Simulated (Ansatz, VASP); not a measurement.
One calculation of BRhSe3, two programs

```
B Rh Se
1.0
     4.37193    0.00000    0.00000
     0.00000    4.37193    0.00000
     0.00000    0.00000    4.37193
B Rh Se
1 1 3
Direct
  0.00000 0.00000 0.00000
  0.50000 0.50000 0.50000
  0.50000 0.00000 0.00000
  0.00000 0.50000 0.00000
  0.00000 0.00000 0.50000
```

Alike in both runs: functional PBE; k mesh 4 × 4 × 4; occupations gaussian, width 0.1 eV; collinear spin.

Ansatz relaxed the structure, and its values are those at the end. VASP's run is a single point on that final structure, the one shown.

|  | VASP | Ansatz |
| --- | --- | --- |
| version | VASP 6.6.1 | Ansatz 0.2.0 |
| potentials or method | VASP PAW PBE potentials, release 64 (B, Rh_pv, Se), cutoff 520 eV | scalar-relativistic, plane waves, PAW |
| valence electrons in the cell | 36 | 68 |

Ansatz gave:

* gap on the k mesh at the Fermi level (eV): none
* pressure (GPa): -0.3
* net moment per atom (μB): 0.00

Q: Estimate VASP's values.

A: gap on the k mesh at the Fermi level (eV): none; pressure (GPa): -0.2; net moment per atom (μB): 0.00.

A gap of «none» marks a metal or a gap that the smearing closes. VASP's potentials hold 36 valence electrons a cell and Ansatz's 68, so a difference there can come from the potentials and not from the codes. Ansatz's warnings: seeded moment not kept.
